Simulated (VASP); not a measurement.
# Al (Pm-3m) in VASP: notebook

Runs on Al. Level: PBE. Tasks: single point.

Everything below comes from runs of VASP 6.6.1. Logs are shortened: lines on timing, memory, paths and dates and some standing lists are left out, and cuts for length are marked.

### Step 1. The cell of the first run

The structure is cubic, space group Pm-3m (No. 221). Conventional cell: a = 2.704 Å, b = 2.704 Å, c = 2.704 Å, α = 90.00°, β = 90.00°, γ = 90.00°. Al (site symmetry m-3m) has 6 Al at 2.70 Å within 3.6 Å.

### Step 2. Single point, PBE

INCAR

```
ALGO = Normal
EDIFF = 1E-6
ENCUT = 500
GGA = PE
GGA_COMPAT = F
ISIF = 2
ISMEAR = -1
LASPH = T
LCHARG = F
LREAL = F
LWAVE = F
NBANDS = 8
NELM = 120
PREC = Accurate
SIGMA = 0.06122561905347299
```

KPOINTS

```
k-points
0
Gamma
  20 20 20
```

POSCAR

```
Al
1.0
    2.7038538291      0.0000000000      0.0000000000
    0.0000000000      2.7038538291      0.0000000000
    0.0000000000      0.0000000000      2.7038538291
Al
1
Direct
    0.0000000000      0.0000000000      0.0000000000
```

Potentials or basis: VASP PAW PBE potentials, release 64 (Al).

Run with:

```console
cat potpaw_PBE.64/Al/POTCAR > POTCAR
mpirun -np 1 vasp_std > vasp.out
```

OUTCAR:

```text
EDIFF = 1E-6
   ENCUT = 500
   GGA = PE
   ISIF = 2
   ISMEAR = -1
   LASPH = T
   LREAL = F
   NELM = 120
   PREC = Accurate

 ion  position               nearest neighbor table
   1  0.000  0.000  0.000-

  LATTYP: Found a simple cubic cell.
 ALAT       =     2.7038538291

  Lattice vectors:

 A1 = (   2.7038538291,   0.0000000000,   0.0000000000)
 A2 = (   0.0000000000,   2.7038538291,   0.0000000000)
 A3 = (   0.0000000000,   0.0000000000,   2.7038538291)

Analysis of symmetry for initial positions (statically):
=====================================================================
 Subroutine PRICEL returns:
 Original cell was already a primitive cell.

 Routine SETGRP: Setting up the symmetry group for a
 simple cubic supercell.

 Subroutine GETGRP returns: Found 48 space group operations
 (whereof 48 operations were pure point group operations)
 out of a pool of 48 trial point group operations.

The static configuration has the point symmetry O_h .

Analysis of symmetry for dynamics (positions and initial velocities):
=====================================================================
 Subroutine PRICEL returns:
 Original cell was already a primitive cell.

 Routine SETGRP: Setting up the symmetry group for a
 simple cubic supercell.

 Subroutine GETGRP returns: Found 48 space group operations
 (whereof 48 operations were pure point group operations)
 out of a pool of 48 trial point group operations.

The dynamic configuration has the point symmetry O_h .

 Subroutine INISYM returns: Found 48 space group operations
 (whereof 48 operations are pure point group operations),
 and found     1 'primitive' translations

----------------------------------------------------------------------------------------

                                     Primitive cell

  volume of cell :      19.7674

  direct lattice vectors                    reciprocal lattice vectors
     2.703853829  0.000000000  0.000000000     0.369842478  0.000000000  0.000000000
     0.000000000  2.703853829  0.000000000     0.000000000  0.369842478  0.000000000
     0.000000000  0.000000000  2.703853829     0.000000000  0.000000000  0.369842478

  length of vectors
     2.703853829  2.703853829  2.703853829     0.369842478  0.369842478  0.369842478

  position of ions in fractional coordinates (direct lattice)
     0.000000000  0.000000000  0.000000000
[... 75 lines left out ...]
   NELM   =    120;   NELMIN=  2; NELMDL= -5     # of ELM steps
   EDIFF  = 0.1E-05   stopping-criterion for ELM
   LREAL  =      F    real-space projection
   EDIFFG = 0.1E-04   stopping-criterion for IOM
   NSW    =      0    number of steps for IOM
   IBRION =     -1    ionic relax: 0-MD 1-quasi-New 2-CG
   NFREE  =      0    steps in history (QN), initial steepest desc. (CG)
   ISIF   =      2    stress and relaxation
   ISYM   =      2    0-nonsym 1-usesym 2-fastsym
   POTIM  = 0.5000    time-step for ionic-motion
   TEBEG  =    0.0;   TEEND  =   0.0 temperature during run
   PSTRESS=    0.0 pullay stress
   NELECT =       3.0000    total number of electrons
   NUPDOWN=      -1.0000    fix difference up-down
   EMIN   =  10.00;   EMAX   =-10.00  energy-range for DOS
   EFERMI =   0.00;   METHOD = LEGACY
   ISMEAR =    -1;   SIGMA  =   0.06  broadening in eV -4-tet -1-fermi 0-gaus
   EFERMI_NEDOS =   21; number of points for ismear=-14 and -15
   IALGO  =     38    algorithm
   IMIX   =      4    mixing-type and parameters
     AMIX     =   0.40;   BMIX     =  1.00
     AMIX_MAG =   1.60;   BMIX_MAG =  1.00
  volume/ion in A,a.u.               =      19.77       133.40
  Fermi-wavevector in a.u.,A,eV,Ry     =   0.873237  1.650178 10.375021  0.762543
  Thomas-Fermi vector in A             =   1.992599
   LORBIT       =      0    0 simple, 1 ext, 2 COOP (PROOUT), +10 PAW based schemes
   GGA     = PE    functional components
   LHFCALC =     F    Hartree Fock is set to
   AEXX    =    0.0000 exact exchange contribution
   IVDW    =     0    specifies the selected vdW correction
   LEPSILON=     F    determine dielectric tensor
   LRPA    =     F    only Hartree local field effects (RPA)
 non-spin polarized calculation
  energy-cutoff  :      500.00
  volume of cell :       19.77
 maximum number of plane-waves:       516
 NGX is ok and might be reduce to    20
   NGX =  9   NGY =  9   NGZ =  9

 number of electron       3.0000000 magnetization

 Free energy of the ion-electron system (eV)
  ---------------------------------------------------
  ext. energy  EPLUGINS =         0.00000000
  ---------------------------------------------------
  free energy    TOTEN  =        -3.37647623 eV

  energy without entropy =       -3.37101496  energy(sigma->0) =       -3.37374559

 E-fermi :   5.8179     XC(G=0):  -9.4914

 val. band max:        5.8163855239   @ k =   0.4000   0.4000   0.1000
 cond. band min:       5.8200274172   @ k =   0.4000   0.3500   0.1500
 fundamental gap:      0.0036418933
 Fermi energy:         5.8178776909

 k-point     1 :       0.0000    0.0000    0.0000
  band No.  band energies     occupation
      1      -3.8382      2.00000
      2      13.8642      0.00000
      3      13.8642      0.00000
      4      15.0969      0.00000
      5      15.0969      0.00000
      6      15.0969      0.00000
      7      21.4463      0.00000
      8      30.0450      0.00000
[... 243 lines left out ...]
 k-point    24 :       0.2000    0.1000    0.0000
  band No.  band energies     occupation
      1      -2.8409      2.00000
      2       8.5953      0.00000
      3      12.3187      0.00000
      4      15.9354      0.00000
      5      16.7501      0.00000
      6      20.4250      0.00000
      7      23.8371      0.00000
      8      25.1755      0.00000

 [... further k-points ...]

------------------------ aborting loop because EDIFF is reached ----------------------------------------

  FORCE on cell =-STRESS in cart. coord.  units (eV):
  Direction    XX          YY          ZZ          XY          YZ          ZX
  --------------------------------------------------------------------------------------
  -------------------------------------------------------------------------------------
  Total        0.1456272      0.1456272      0.1456272     -0.0000000      0.0000000     -0.0000000
  in kB       11.8032989     11.8032989     11.8032989     -0.0000000      0.0000000     -0.0000000
  external PRESSURE =      11.8032989 kB  Pullay stress =       0.0000000 kB

 VOLUME and BASIS-vectors are now :
 -----------------------------------------------------------------------------
  energy-cutoff  :      500.00
  volume of cell :       19.77
      direct lattice vectors                 reciprocal lattice vectors
     2.703853829  0.000000000  0.000000000     0.369842478  0.000000000  0.000000000
     0.000000000  2.703853829  0.000000000     0.000000000  0.369842478  0.000000000
     0.000000000  0.000000000  2.703853829     0.000000000  0.000000000  0.369842478

 POSITION                                       TOTAL-FORCE (eV/Angst)
 -----------------------------------------------------------------------------------
      0.00000      0.00000      0.00000         0.000000      0.000000      0.000000
 -----------------------------------------------------------------------------------
    total drift:                                0.000000      0.000000      0.000000

  FREE ENERGIE OF THE ION-ELECTRON SYSTEM (eV)
  ---------------------------------------------------
  free  energy   TOTEN  =        -3.3764762257 eV

  energy  without entropy=       -3.3710149591  energy(sigma->0) =       -3.37374559
```

OSZICAR:

```text
N       E                     dE             d eps       ncg     rms          rms(c)
DAV:   1    -0.208021343012E+01   -0.20802E+01   -0.82074E+02  4632   0.194E+02
DAV:   2    -0.337501802467E+01   -0.12948E+01   -0.12465E+01  6072   0.173E+01
DAV:   3    -0.338326295700E+01   -0.82449E-02   -0.82342E-02  5808   0.148E+00
DAV:   4    -0.338329318812E+01   -0.30231E-04   -0.30231E-04  6464   0.798E-02
DAV:   5    -0.338329337728E+01   -0.18915E-06   -0.18966E-06  5920   0.440E-03    0.103E+00
DAV:   6    -0.337923585538E+01    0.40575E-02   -0.19896E-03  5584   0.173E-01    0.603E-01
DAV:   7    -0.337646544150E+01    0.27704E-02   -0.51320E-03  5408   0.270E-01    0.970E-02
DAV:   8    -0.337647657938E+01   -0.11138E-04   -0.39544E-05  6472   0.404E-02    0.996E-03
DAV:   9    -0.337647622568E+01    0.35369E-06   -0.68120E-07  5496   0.344E-03
   1 F= -.33764762E+01 E0= -.33737456E+01  d E =-.546127E-02
```

Run time: 15 s. Hardware: 1 thread of Intel Xeon Platinum 8259CL at 2.50GHz (Skylake/Cascade Lake), shared host; peak memory 0.14 GiB.

What came out:

```yaml
Free_energy: -3.3765 eV
Pressure: 1.2 GPa
```

Levels at points of the mesh, in eV from the Fermi level:
```tsv
k point	band 1	band 2	band 3	band 4	band 5	band 6	band 7
(0.00, 0.00, 0.00)	-9.66	8.05	8.05	9.28	9.28	9.28	15.63
(0.50, 0.00, 0.00)	-5.23	-4.15	10.64	12.88	12.88	14.33	14.33
(0.50, 0.50, 0.00)	-0.55	-0.55	-0.21	2.17	16.54	16.97	16.97
(0.50, 0.50, 0.50)	2.93	2.93	2.93	5.60	5.60	5.60	7.16
```

### Step 3. Single point, PBE

INCAR

```
SYSTEM = Al
ALGO = Normal ; EDIFF = 1E-6
ENCUT = 500 ; GGA = PE
GGA_COMPAT = .FALSE. ; ISIF = 2
ISMEAR = -1 ; LASPH = .TRUE.
LCHARG = .TRUE. ; LELF = .TRUE.
LREAL = .FALSE. ; LVHAR = .TRUE.
LWAVE = .FALSE. ; NBANDS = 8
NELM = 120 ; PREC = Accurate
SIGMA = 0.06122561905347299
```

KPOINTS

```
k-points
0
G
  20 20 20
  0 0 0
```

POSCAR is that of step 2.

Potentials or basis: VASP PAW PBE potentials, release 64 (Al).

Run with:

```console
cat potpaw_PBE.64/Al/POTCAR > POTCAR
mpirun -np 1 vasp_std > vasp.out
```

Wall time 16 s (1 thread of Intel Xeon Platinum 8259CL at 2.50GHz (Skylake/Cascade Lake), shared host); peak memory 0.14 GiB.

The run converged. Its results:

```
Free energy : -3.3765 eV
Pressure    : 1.2 GPa
```

Levels at points of the mesh, in eV from the Fermi level:
| k point | band 1 | band 2 | band 3 | band 4 | band 5 |
| --- | --- | --- | --- | --- | --- |
| (0.00, 0.00, 0.00) | -9.66 | 8.05 | 8.05 | 9.28 | 9.28 |
| (0.50, 0.00, 0.00) | -5.23 | -4.15 | 10.64 | 12.88 | 12.88 |
| (0.50, 0.50, 0.00) | -0.55 | -0.55 | -0.21 | 2.17 | 16.54 |
| (0.50, 0.50, 0.50) | 2.93 | 2.93 | 2.93 | 5.60 | 5.60 |

### Step 4. Single point, PBE

This run uses another cell than the first one, of 20.17 Å³/atom, 1.020 times its volume.

INCAR

```
ALGO = Normal
EDIFF = 1E-6
ENCUT = 500
GGA = PE
GGA_COMPAT = False
ISIF = 2
ISMEAR = -1
LASPH = True
LCHARG = False
LREAL = False
LWAVE = False
NBANDS = 8
NELM = 120
PREC = Accurate
SIGMA = 0.06122561905347299
```

KPOINTS

```
k-points
0
Gamma
  20 20 20
```

POSCAR

```
Al
1.0
    2.7221236659      0.0000000000      0.0000000000
    0.0000000000      2.7221236659      0.0000000000
    0.0000000000      0.0000000000      2.7221236659
Al
1
Direct
    0.0000000000      0.0000000000      0.0000000000
```

Run with:

```console
cat potpaw_PBE.64/Al/POTCAR > POTCAR
mpirun -np 1 vasp_std > vasp.out
```

Run time: 15 s. Hardware: 1 thread of Intel Xeon Platinum 8259CL at 2.50GHz (Skylake/Cascade Lake), shared host; peak memory 0.15 GiB.

Results (log left out):

```yaml
Free_energy: -3.3779 eV
Pressure: 0.0 GPa
```

Levels at points of the mesh, in eV from the Fermi level:
```csv
k point,band 1,band 2,band 3,band 4,band 5,band 6
"(0.00, 0.00, 0.00)",-9.54,8.00,8.00,9.13,9.13,9.13
"(0.50, 0.00, 0.00)",-5.20,-4.07,10.55,12.64,12.64,14.20
"(0.50, 0.50, 0.00)",-0.54,-0.54,-0.28,2.21,16.20,16.79
"(0.50, 0.50, 0.50)",2.87,2.87,2.87,5.59,5.59,5.59
```
